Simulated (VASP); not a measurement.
Write the native input for VASP 6.6.1 that does the following.

- Task: single point
- Functional: LDA
- Potentials or basis: VASP PAW LDA potentials, release 64 (Ga_d, Ir)
- Cutoff: 520 eV
- k mesh: 7 × 7 × 7
- Occupations: methfessel-paxton, width 0.1 eV
- Spin: no spin polarisation
- Dipole correction: no
- Further INCAR settings: ALGO = Normal; EDIFF = 1e-07; NBANDS = 18

The structure of GaIr lies in POSCAR:

```
GaIr
1.0
    3.0040000000      0.0000000000      0.0000000000
    0.0000000000      3.0040000000      0.0000000000
    0.0000000000      0.0000000000      3.0040000000
Ga Ir
1 1
Direct
    0.0000000000      0.0000000000      0.0000000000
    0.5000000000      0.5000000000      0.5000000000
```

These files were run (other wordings do the same):

INCAR

```
ALGO = Normal
EDIFF = 1E-7
ENCUT = 520
GGA = CA
ISIF = 2
ISMEAR = 1
LASPH = T
LCHARG = F
LREAL = F
LWAVE = F
NBANDS = 18
NELM = 80
PREC = Accurate
SIGMA = 0.1
```

KPOINTS

```
k-points
0
Gamma
  7 7 7
```

Potentials or basis: VASP PAW LDA potentials, release 64 (Ga_d, Ir).

Command:

```console
$ cat potpaw_LDA.64/Ga_d/POTCAR potpaw_LDA.64/Ir/POTCAR > POTCAR
$ mpirun -np 1 vasp_std > vasp.out
```

It gave:

- Pressure: -0.4 GPa
- Band gap on the k mesh: 0.18 eV, indirect (least direct gap 0.91 eV)

Caveat: spin-orbit coupling is left out, which moves the levels of the heavy elements.

It took 4.4 s on 1 thread of Intel(R) Xeon(R) 6975P-C (Granite Rapids), on a shared host, peak memory 0.13 GiB.
